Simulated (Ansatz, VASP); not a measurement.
**Two plane-wave programs on Li**

Contents of INCAR:

```
ALGO = Normal
EDIFF = 1E-6
ENCUT = 750
GGA = PE
GGA_COMPAT = False
ISIF = 2
ISMEAR = -1
LASPH = True
LCHARG = False
LREAL = False
LWAVE = False
NBANDS = 8
NELM = 120
PREC = Accurate
SIGMA = 0.1
```

KPOINTS

```
k-points
0
Gamma
  17 17 17
```

Contents of POSCAR:

```
Li
1.0
   -1.4869958447      1.4869958447      1.4869958447
    1.4869958447     -1.4869958447      1.4869958447
    1.4869958447      1.4869958447     -1.4869958447
Li
1
Direct
    0.0000000000      0.0000000000      0.0000000000
```

Input for Ansatz:

```yaml
crystal:
  lattice:
    - [-1.4869958447, 1.4869958447, 1.4869958447]
    - [1.4869958447, -1.4869958447, 1.4869958447]
    - [1.4869958447, 1.4869958447, -1.4869958447]
  atoms:
    - { symbol: Li, position: [0.0, 0.0, 0.0] }
kpoints:
  mp_grid: { grid: [17, 17, 17] }
scf:
  occupations: { method: fermi_dirac, width: 0.1 }
hamiltonian:
  xc: pbe
  pseudopotentials: { kind: paw }
output:
  forces: true
  stress: true
  eigenvalues: true
  populations: true
```

Change from the starting cell: volume scaled by 0.65, PAW files.

Alike in both runs: task single point; functional PBE; k mesh 17 × 17 × 17; occupations fermi-dirac, width 0.1 eV; no spin polarisation.

|  | VASP | Ansatz |
| --- | --- | --- |
| version | VASP 6.6.1 | Ansatz 0.2.0 |
| potentials or method | VASP PAW PBE potentials, release 64 (Li_sv) | PAW with Ansatz's default frozen-core files, scalar-relativistic |
| plane-wave cutoff (eV) | 750 | 420 |
| valence electrons in the cell | 3 | 3 |

|  | VASP | Ansatz | Ansatz less VASP |
| --- | --- | --- | --- |
| pressure (GPa) | 12.1 | 12.4 | +0.28 |
